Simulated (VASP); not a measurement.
Input of a VASP 6.6.1 run:

INCAR

```
ALGO     = Normal         # electronic algorithm
EDIFF    = 1E-7           # SCF threshold, eV
EDIFFG   = -0.01          # ionic threshold
ENCUT    = 600            # plane-wave cutoff, eV
IBRION   = 2              # ionic algorithm
ISIF     = 8              # what is computed and relaxed
ISMEAR   = 0              # smearing method
LASPH    = True           # aspherical terms in the spheres
LCHARG   = False          # write CHGCAR
LREAL    = False          # projectors in reciprocal space
LWAVE    = False          # write WAVECAR
NELM     = 80             # most SCF steps
NSW      = 80             # ionic steps
PREC     = Accurate       # precision mode
SIGMA    = 0.05           # smearing width, eV
```

File KPOINTS:

```
k-points
0
Gamma
  7 7 4
```

File POSCAR:

```
Mg2PbN2
1.0
    3.6268640000      0.0000000000      0.0000000000
   -1.8134320000      3.1409563601      0.0000000000
    0.0000000000      0.0000000000      6.5658920000
Mg Pb N
2 1 2
Direct
    0.6666670000      0.3333330000      0.1387760000
    0.3333330000      0.6666670000      0.8612240000
    0.0000000000      0.0000000000      0.5000000000
    0.6666670000      0.3333330000      0.7974550000
    0.3333330000      0.6666670000      0.2025450000
```

Potentials or basis: VASP PAW LDA potentials, release 64 (Mg, Pb_d, N).

Command:

```console
$ cat potpaw_LDA.64/Mg/POTCAR potpaw_LDA.64/Pb_d/POTCAR potpaw_LDA.64/N/POTCAR > POTCAR
$ mpirun -np 1 vasp_std > vasp.out
```

Task: Predict the relaxed cell.

Result: a = 3.537 Å, b = 3.537 Å, c = 6.404 Å, α = 90.00°, β = 90.00°, γ = 120.00°.

Task: What does it give for the relaxed volume?

Result: 13.88 Å³/atom.

Task: What does it give for the space group after relaxing (to 0.1 Å)?

Result: P-3m1 (No. 164).

Final structure:
```
CELL_PARAMETERS angstrom
3.53747 0.00000 0.00000
-1.76874 3.06354 0.00000
0.00000 0.00000 6.40406
ATOMIC_POSITIONS crystal
Mg 0.66667 0.33333 0.13849
Mg 0.33333 0.66667 0.86151
Pb 0.00000 0.00000 0.50000
N 0.66667 0.33333 0.79614
N 0.33333 0.66667 0.20386
```
